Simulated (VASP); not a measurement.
# Ru in VASP: a series of runs

Ru is run at these levels: PBEsol; tasks: single point, relaxation of cell and atoms.

All numbers are computed with VASP 6.6.1; they aren't measurements. Logs are shortened: lines on timing, memory, paths and dates and some standing lists are left out, and cuts for length are marked.

### Step 1. The cell of the first run

The structure is hexagonal, space group P6_3/mmc (No. 194). Conventional cell: a = 2.770 Å, b = 2.770 Å, c = 4.175 Å, α = 90.00°, β = 90.00°, γ = 120.00°. Within 3.5 Å of Ru (site symmetry -6m2) lie 12 Ru at 2.63 to 2.77 Å.

### Step 2. Single point, PBEsol (biaxial strain in the a-b plane: +3.0 %)

INCAR

```
SYSTEM = Ru
ALGO = Fast
EDIFF = 1E-7
ENCUT = 520
GGA = PS
ISIF = 2
ISMEAR = 0
LASPH = .TRUE.
LCHARG = .FALSE.
LREAL = .FALSE.
LWAVE = .FALSE.
NBANDS = 21
NELM = 100
PREC = Accurate
SIGMA = 0.1
```

KPOINTS

```
k-points
0
G
  24 24 12
  0 0 0
```

POSCAR

```
Ru
1.0
    2.7701656375      0.0000000000      0.0000000000
   -1.3850828187      2.3990338148      0.0000000000
    0.0000000000      0.0000000000      4.1754080737
Ru
2
Direct
    0.3333333333      0.6666666667      0.2500000000
    0.6666666667      0.3333333333      0.7500000000
```

Potentials or basis: VASP PAW PBE potentials, release 64 (Ru_pv).

Launch:

```sh
> cat potpaw_PBE.64/Ru_pv/POTCAR > POTCAR
> mpirun -np 1 vasp_std > vasp.out
```

OUTCAR:

```text
SYSTEM = Ru
   EDIFF = 1E-7
   ENCUT = 520
   GGA = PS
   ISIF = 2
   ISMEAR = 0
   LASPH = .TRUE.
   LREAL = .FALSE.
   NELM = 100
   PREC = Accurate

 ion  position               nearest neighbor table
   1  0.333  0.667  0.250-   2 2.63   2 2.63   2 2.63   2 2.63   2 2.63   2 2.63
   2  0.667  0.333  0.750-   1 2.63   1 2.63   1 2.63   1 2.63   1 2.63   1 2.63

  LATTYP: Found a hexagonal cell.
 ALAT       =     2.7701656375
 C/A-ratio  =     1.5072774051

  Lattice vectors:

 A1 = (   2.7701656375,   0.0000000000,   0.0000000000)
 A2 = (  -1.3850828187,   2.3990338148,   0.0000000000)
 A3 = (   0.0000000000,   0.0000000000,   4.1754080737)

Analysis of symmetry for initial positions (statically):
=====================================================================
 Subroutine PRICEL returns:
 Original cell was already a primitive cell.

 Routine SETGRP: Setting up the symmetry group for a
 hexagonal supercell.

 Subroutine GETGRP returns: Found 24 space group operations
 (whereof 12 operations were pure point group operations)
 out of a pool of 24 trial point group operations.

The static configuration has the point symmetry D_3d.
 The point group associated with its full space group is D_6h.

Analysis of symmetry for dynamics (positions and initial velocities):
=====================================================================
 Subroutine PRICEL returns:
 Original cell was already a primitive cell.

 Routine SETGRP: Setting up the symmetry group for a
 hexagonal supercell.

 Subroutine GETGRP returns: Found 24 space group operations
 (whereof 12 operations were pure point group operations)
 out of a pool of 24 trial point group operations.

The dynamic configuration has the point symmetry D_3d.
 The point group associated with its full space group is D_6h.

 Subroutine INISYM returns: Found 24 space group operations
 (whereof 12 operations are pure point group operations),
 and found     1 'primitive' translations

----------------------------------------------------------------------------------------

                                     Primitive cell

  volume of cell :      27.7486

  direct lattice vectors                    reciprocal lattice vectors
     2.770165637  0.000000000  0.000000000     0.360989244  0.208417237  0.000000000
    -1.385082819  2.399033815  0.000000000     0.000000000  0.416834475  0.000000000
     0.000000000  0.000000000  4.175408074     0.000000000  0.000000000  0.239497549

  length of vectors
     2.770165637  2.770165638  4.175408074     0.416834475  0.416834475  0.239497549

  position of ions in fractional coordinates (direct lattice)
     0.333333333  0.666666667  0.250000000
     0.666666667  0.333333333  0.750000000

  ion indices of the primitive-cell ions
   primitive index   ion index
                 1           1
                 2           2

----------------------------------------------------------------------------------------

 KPOINTS: k-points

Automatic generation of k-mesh.
 Grid dimensions read from file:
 generate k-points for:   24   24   12

 Generating k-lattice:

  Cartesian coordinates                     Fractional coordinates (reciprocal lattice)
     0.015041219  0.008684052  0.000000000     0.041666667 -0.000000000  0.000000000
     0.000000000  0.017368103  0.000000000     0.000000000  0.041666667  0.000000000
     0.000000000  0.000000000  0.019958129     0.000000000  0.000000000  0.083333333

  Length of vectors
     0.017368103  0.017368103  0.019958129

  Shift w.r.t. Gamma in fractional coordinates (k-lattice)
     0.000000000  0.000000000  0.000000000

 Subroutine IBZKPT returns following result:
 ===========================================

 Found    427 irreducible k-points:

 Following reciprocal coordinates:
            Coordinates               Weight
  0.000000  0.000000  0.000000      1.000000
  0.041667  0.000000  0.000000      6.000000
  0.083333  0.000000  0.000000      6.000000
  0.125000 -0.000000  0.000000      6.000000
  0.166667  0.000000  0.000000      6.000000
  0.208333  0.000000  0.000000      6.000000
[... 16 lines left out ...]
  0.416667  0.041667  0.000000     12.000000
  0.458333  0.041667  0.000000     12.000000
 [... further k-points ...]
   k-points           NKPTS =    427   k-points in BZ     NKDIM =    427   number of bands    NBANDS=     21
   number of dos      NEDOS =    301   number of ions     NIONS =      2
   total plane-waves  NPLWV =  18432
   dimension x,y,z NGX =    24 NGY =   24 NGZ =   32
   dimension x,y,z NGXF=    48 NGYF=   48 NGZF=   64
   ions per type =               2
   NGX,Y,Z   is equivalent  to a cutoff of  14.40, 14.40, 12.74 a.u.
   NGXF,Y,Z  is equivalent  to a cutoff of  28.81, 28.81, 25.48 a.u.
 SYSTEM =  Ru
   PREC   = accura    normal or accurate (medium, high low for compatibility)
   ISTART =      0    job   : 0-new  1-cont  2-samecut
   ICHARG =      2    charge: 1-file 2-atom 10-const
   ISPIN  =      1    spin polarized calculation?
   LNONCOLLINEAR =      F non collinear calculations
   LSORBIT =      F    spin-orbit coupling
   LASPH  =      T    aspherical Exc in radial PAW
   ENCUT  =  520.0 eV  38.22 Ry    6.18 a.u.   5.15  5.15  7.76*2*pi/ulx,y,z
   NELM   =    100;   NELMIN=  2; NELMDL= -5     # of ELM steps
   EDIFF  = 0.1E-06   stopping-criterion for ELM
   LREAL  =      F    real-space projection
   EDIFFG = 0.1E-05   stopping-criterion for IOM
   NSW    =      0    number of steps for IOM
   IBRION =     -1    ionic relax: 0-MD 1-quasi-New 2-CG
   NFREE  =      0    steps in history (QN), initial steepest desc. (CG)
   ISIF   =      2    stress and relaxation
   ISYM   =      2    0-nonsym 1-usesym 2-fastsym
   POTIM  = 0.5000    time-step for ionic-motion
   TEBEG  =    0.0;   TEEND  =   0.0 temperature during run
   PSTRESS=    0.0 pullay stress
   NELECT =      28.0000    total number of electrons
   NUPDOWN=      -1.0000    fix difference up-down
   EMIN   =  10.00;   EMAX   =-10.00  energy-range for DOS
   EFERMI =   0.00;   METHOD = LEGACY
   ISMEAR =     0;   SIGMA  =   0.10  broadening in eV -4-tet -1-fermi 0-gaus
   EFERMI_NEDOS =   21; number of points for ismear=-14 and -15
   IALGO  =     68    algorithm
   IMIX   =      4    mixing-type and parameters
     AMIX     =   0.40;   BMIX     =  1.00
     AMIX_MAG =   1.60;   BMIX_MAG =  1.00
  volume/ion in A,a.u.               =      13.87        93.63
  Fermi-wavevector in a.u.,A,eV,Ry     =   1.642028  3.102983 36.684779  2.696255
  Thomas-Fermi vector in A             =   2.732399
   LORBIT       =      0    0 simple, 1 ext, 2 COOP (PROOUT), +10 PAW based schemes
   GGA     = PS    functional components
   LHFCALC =     F    Hartree Fock is set to
   AEXX    =    0.0000 exact exchange contribution
   IVDW    =     0    specifies the selected vdW correction
   LEPSILON=     F    determine dielectric tensor
   LRPA    =     F    only Hartree local field effects (RPA)
 non-spin polarized calculation
 RMM-DIIS sequential band-by-band and
 Gauss-broadening in eV      SIGMA  =   0.10
  energy-cutoff  :      520.00
  volume of cell :       27.75
 maximum number of plane-waves:       760
 NGX is ok and might be reduce to    24
   NGX = 11   NGY = 11   NGZ = 15

 number of electron      27.9999995 magnetization

 Free energy of the ion-electron system (eV)
  ---------------------------------------------------
  ext. energy  EPLUGINS =         0.00000000
  ---------------------------------------------------
  free energy    TOTEN  =       -20.25366955 eV

  energy without entropy =      -20.24572372  energy(sigma->0) =      -20.24969664

 E-fermi :  12.3289     XC(G=0): -14.1425

 val. band max:       12.3273862961   @ k =   0.2917   0.1667   0.2500
 cond. band min:      12.3298477023   @ k =   0.2500   0.0833   0.1667
 fundamental gap:      0.0024614062
 Fermi energy:        12.3289110517

 k-point     1 :       0.0000    0.0000    0.0000
  band No.  band energies     occupation
      1     -31.2825      2.00000
      2     -30.4022      2.00000
      3     -30.4022      2.00000
      4     -30.1973      2.00000
      5     -30.1973      2.00000
      6     -30.1025      2.00000
[... 13 lines left out ...]
     20      22.6129      0.00000
     21      23.0192      0.00000

 k-point     2 :       0.0417    0.0000    0.0000
  band No.  band energies     occupation
      1     -31.2768      2.00000
      2     -30.4122      2.00000
      3     -30.4061      2.00000
      4     -30.2081      2.00000
      5     -30.1983      2.00000
      6     -30.1058      2.00000
[... 13 lines left out ...]
     20      22.6130      0.00000
     21      23.0124      0.00000

 k-point     3 :       0.0833    0.0000    0.0000
  band No.  band energies     occupation
      1     -31.2600      2.00000
      2     -30.4416      2.00000
      3     -30.4172      2.00000
      4     -30.2394      2.00000
      5     -30.2014      2.00000
      6     -30.1157      2.00000
[... 13 lines left out ...]
     20      22.6129      0.00000
     21      22.9903      0.00000

 k-point     4 :       0.1250   -0.0000    0.0000
  band No.  band energies     occupation
      1     -31.2325      2.00000
      2     -30.4884      2.00000
      3     -30.4346      2.00000
      4     -30.2888      2.00000
      5     -30.2066      2.00000
      6     -30.1321      2.00000
[... 13 lines left out ...]
     20      22.6129      0.00000
     21      22.9498      0.00000

 k-point     5 :       0.1667    0.0000    0.0000
  band No.  band energies     occupation
      1     -31.1952      2.00000
      2     -30.5495      2.00000
      3     -30.4567      2.00000
      4     -30.3523      2.00000
      5     -30.2138      2.00000
      6     -30.1548      2.00000
[... 13 lines left out ...]
     20      22.6128      0.00000
     21      22.8906      0.00000
[... 382 lines left out ...]
     20      22.9934      0.00000
     21      25.9914      0.00000

 k-point    22 :       0.3750    0.0417    0.0000
  band No.  band energies     occupation
      1     -30.9322      2.00000
      2     -30.8895      2.00000
      3     -30.7271      2.00000
      4     -30.5881      2.00000
      5     -30.3690      2.00000
      6     -30.2733      2.00000
[... 13 lines left out ...]
     20      23.3932      0.00000
     21      25.2520      0.00000

 k-point    23 :       0.4167    0.0417    0.0000
  band No.  band energies     occupation
      1     -30.9710      2.00000
      2     -30.8427      2.00000
      3     -30.7605      2.00000
      4     -30.6022      2.00000
      5     -30.4066      2.00000
      6     -30.2793      2.00000
[... 13 lines left out ...]
     20      24.1108      0.00000
     21      24.6919      0.00000

 k-point    24 :       0.4583    0.0417    0.0000
  band No.  band energies     occupation
      1     -30.9911      2.00000
      2     -30.8148      2.00000
      3     -30.7778      2.00000
      4     -30.6094      2.00000
      5     -30.4297      2.00000
      6     -30.2824      2.00000
[... 13 lines left out ...]
     20      24.3903      0.00000
     21      24.5403      0.00000

 [... further k-points ...]

------------------------ aborting loop because EDIFF is reached ----------------------------------------

  FORCE on cell =-STRESS in cart. coord.  units (eV):
  Direction    XX          YY          ZZ          XY          YZ          ZX
  --------------------------------------------------------------------------------------
  -------------------------------------------------------------------------------------
  Total       -3.0570425     -3.0570425      0.0754217     -0.0000000     -0.0000000      0.0000000
  in kB     -176.5106960   -176.5106960      4.3547755     -0.0000000     -0.0000000      0.0000000
  external PRESSURE =    -116.2222055 kB  Pullay stress =       0.0000000 kB

 VOLUME and BASIS-vectors are now :
 -----------------------------------------------------------------------------
  energy-cutoff  :      520.00
  volume of cell :       27.75
      direct lattice vectors                 reciprocal lattice vectors
     2.770165637  0.000000000  0.000000000     0.360989244  0.208417237  0.000000000
    -1.385082819  2.399033815  0.000000000     0.000000000  0.416834475  0.000000000
     0.000000000  0.000000000  4.175408074     0.000000000  0.000000000  0.239497549

 POSITION                                       TOTAL-FORCE (eV/Angst)
 -----------------------------------------------------------------------------------
     -0.00000      1.59936      1.04385        -0.000000      0.000000      0.000000
      1.38508      0.79968      3.13156         0.000000     -0.000000      0.000000
 -----------------------------------------------------------------------------------
    total drift:                               -0.000000      0.000000     -0.000000

  FREE ENERGIE OF THE ION-ELECTRON SYSTEM (eV)
  ---------------------------------------------------
  free  energy   TOTEN  =       -20.2536695498 eV

  energy  without entropy=      -20.2457237246  energy(sigma->0) =      -20.24969664
```

Run time: 6 min. Hardware: 1 thread of Intel Xeon 8259CL, shared host; peak memory 0.31 GiB.

Results:

```yaml
Free_energy: -20.2537 eV
Pressure: -11.6 GPa
Band_gap_on_the_k_mesh: zero (bands 14 and 15 overlap by 3.10 eV)
```

Levels at points of the mesh, in eV from the Fermi level:
```
           k point  band 10  band 11  band 12  band 13  band 14  band 15  band 16  band 17  band 18  band 19
(0.00, 0.00, 0.00)    -2.60    -1.93    -1.82    -1.82    -1.73    -1.73     1.13     1.13     1.77    10.25
(0.50, 0.00, 0.00)    -3.28    -1.97    -1.77    -1.24     1.07     1.59     2.05     3.78     5.74    10.89
(0.00, 0.00, 0.50)    -2.89    -2.89    -2.89    -2.43    -2.43     0.57     0.57     0.57     0.57    10.28
(0.50, 0.00, 0.50)    -4.25    -1.23    -1.23     0.36     0.36     1.40     1.40     3.21     3.21    10.10
```

Caveat: the cell differs from its parent crystal (biaxial strain in the a-b plane: +3.0 %); the stress differs along the axes, from -18 to 0 GPa; the PAW data sets were made with another functional, which shifts forces and pressure a little.

### Step 3. Relaxation of cell and atoms, PBEsol

This run uses another cell than the first one, of 13.55 Å³/atom.

INCAR

```
SYSTEM = Ru
PREC = Accurate ; ENCUT = 600
EDIFF = 1E-7 ; ISMEAR = 0
SIGMA = 0.1 ; LREAL = .False.
LASPH = .True. ; NELM = 100
ALGO = Fast ; ISIF = 3
LWAVE = .False. ; LCHARG = .False.
GGA = PS ; IBRION = 2
NSW = 100 ; EDIFFG = -0.005
```

KPOINTS

```
regular mesh
0
Gamma
  18 18 10
  0 0 0
```

POSCAR

```
Ru
1.0
    2.7078263433      0.0000000000      0.0000000000
   -1.3539131716      2.3450464023      0.0000000000
    0.0000000000      0.0000000000      4.2681017800
Ru
2
Direct
    0.3333333300      0.6666666700      0.2500000000
    0.6666666700      0.3333333300      0.7500000000
```

Potentials or basis: VASP PAW PBE potentials, release 64 (Ru_pv).

Launch:

```sh
> cat potpaw_PBE.64/Ru_pv/POTCAR > POTCAR
> mpirun -np 1 vasp_std > vasp.out
```

It took 20 min on 1 thread of Intel Xeon 8259CL, shared host; peak memory 0.26 GiB.

The run converged. Its results:

```yaml
Free_energy: -20.3461 eV
Relaxed_volume: 13.32 Å³/atom
Relaxed_cell: a = 2.689 Å, b = 2.689 Å, c = 4.252 Å, α = 90.00°, β = 90.00°, γ = 120.00°
Space_group_after_relaxing_to_0.1_Å: P6_3/mmc (No. 194)
Energy_gained_by_relaxing: 4.5 meV/atom
Ionic_steps: 11
Pressure_after_relaxing: 0.0 GPa
Band_gap_on_the_k_mesh: zero (bands 14 and 15 overlap by 3.22 eV)
```

The path:
```csv
step,energy change (eV),largest force (eV/Å),pressure (GPa),volume (Å³)
1,0.0000,0.0000,-5.83,27.10
2,0.0823,0.0000,21.35,25.22
3,-0.0088,0.0000,-0.19,26.65
4,-0.0088,0.0000,-0.03,26.63
5,-0.0088,0.0000,0.12,26.62
6,-0.0089,0.0000,0.06,26.62
7,-0.0089,0.0000,0.09,26.62
8,-0.0089,0.0000,0.08,26.62
9,-0.0089,0.0000,0.08,26.62
10,-0.0089,0.0000,-0.17,26.64
11,-0.0089,0.0000,0.00,26.63
```

Final structure:
```
Ru
1.0
     2.68932    0.00000    0.00000
    -1.34466    2.32902    0.00000
     0.00000    0.00000    4.25167
Ru
2
Cartesian
  0.0000 1.5527 1.0629
  1.3447 0.7763 3.1888
```

Levels at points of the mesh, in eV from the Fermi level:
```
           k point  band 12  band 13  band 14  band 15  band 16  band 17
(0.00, 0.00, 0.00)    -1.97    -1.97    -1.43    -1.43     1.24     1.24
(0.50, 0.00, 0.00)    -1.86    -1.56     1.49     1.93     2.01     4.17
(0.00, 0.00, 0.50)    -2.85    -2.79    -2.79     0.58     0.58     0.58
(0.50, 0.00, 0.50)    -1.09     0.45     0.45     1.76     1.76     3.45
```

Caveat: the PAW data sets were made with another functional, which shifts forces and pressure a little.

### Step 4. Single point, PBEsol (shear of c along a, cell held: +4.0 %, then relaxed in part)

INCAR

```
SYSTEM = Ru
  PREC = Accurate
  ENCUT = 500
  EDIFF = 1E-6
  ISMEAR = 0
  SIGMA = 0.1
  LREAL = .FALSE.
  LASPH = .TRUE.
  NELM = 120
  ALGO = Normal
  ISIF = 2
  LWAVE = .FALSE.
  LCHARG = .FALSE.
  GGA = PS
  NBANDS = 21
  GGA_COMPAT = .FALSE.
```

KPOINTS

```
Automatic mesh
0
G
  24 24 12
  0 0 0
```

POSCAR

```
Ru
1.0
    2.6894812021      0.0000000000      0.0000000000
   -1.3447406010      2.3291590440      0.0000000000
    0.1700777220      0.0000000000      4.2519430510
Ru
2
Direct
    0.3338600078      0.6677200157      0.2500000000
    0.6661399921      0.3322799843      0.7500000000
```

Launch:

```sh
> cat potpaw_PBE.64/Ru_pv/POTCAR > POTCAR
> mpirun -np 1 vasp_std > vasp.out
```

Wall time 11 min (1 thread of Oxide Virtual Turin-like, shared host); peak memory 0.74 GiB.

It converged, with:

| Property | Result |
| --- | --- |
| Free energy | -20.3173 eV |
| Pressure | 0.4 GPa |
| Band gap on the k mesh | zero (bands 14 and 15 overlap by 3.25 eV) |

Stress tensor (GPa, compression positive):
```
 0.47  0.00 -8.18
 0.00  0.58  0.00
-8.18  0.00  0.23
```

Levels at points of the mesh, in eV from the Fermi level:
```
           k point  band 12  band 13  band 14  band 15  band 16  band 17
(0.00, 0.00, 0.00)    -2.01    -1.99    -1.46    -1.38     1.18     1.22
(0.50, 0.00, 0.00)    -1.87    -1.49     1.47     1.87     2.00     4.14
(0.00, 0.50, 0.00)    -1.90    -1.52     1.47     1.90     1.95     4.16
(0.00, 0.00, 0.50)    -2.87    -2.68    -2.68     0.33     0.33     0.78
(0.50, 0.00, 0.50)    -1.04     0.33     0.49     1.66     1.80     3.31
(0.00, 0.50, 0.50)    -1.11     0.45     0.45     1.73     1.73     3.41
```

Caveat: the cell differs from its parent crystal (shear of c along a, cell held: +4.0 %, then relaxed in part); the PAW data sets were made with another functional, which shifts forces and pressure a little.

### Step 5. Overview

```csv
task,cell,k mesh,cutoff (eV),gap on the mesh (eV),pressure (GPa)
single point,"a = 2.770, b = 2.770, c = 4.175 Å, angles 90.0, 90.0, 120.0°, 2 atoms, atomic positions A",24 × 24 × 12,520,none,-11.6
relaxation of cell and atoms,"relaxed from a = 2.708, b = 2.708, c = 4.268 Å, angles 90.0, 90.0, 120.0°, 2 atoms, atomic positions A",18 × 18 × 10,600,none,0.0
single point,"a = 2.689, b = 2.689, c = 4.255 Å, angles 91.1, 87.7, 120.0°, 2 atoms, atomic positions B",24 × 24 × 12,500,none,0.4
```

Alike in all rows: level PBEsol; potentials or basis VASP PAW PBE potentials, release 64 (Ru_pv); no spin polarisation; smearing gaussian 0.1 eV.

Caveats: the PAW data sets were made with another functional, which shifts forces and pressure a little; the stress differs along the axes, from -18 to 0 GPa (at least some runs).

Total energies depend on the potentials used, so only differences within one code and one set of settings carry meaning.
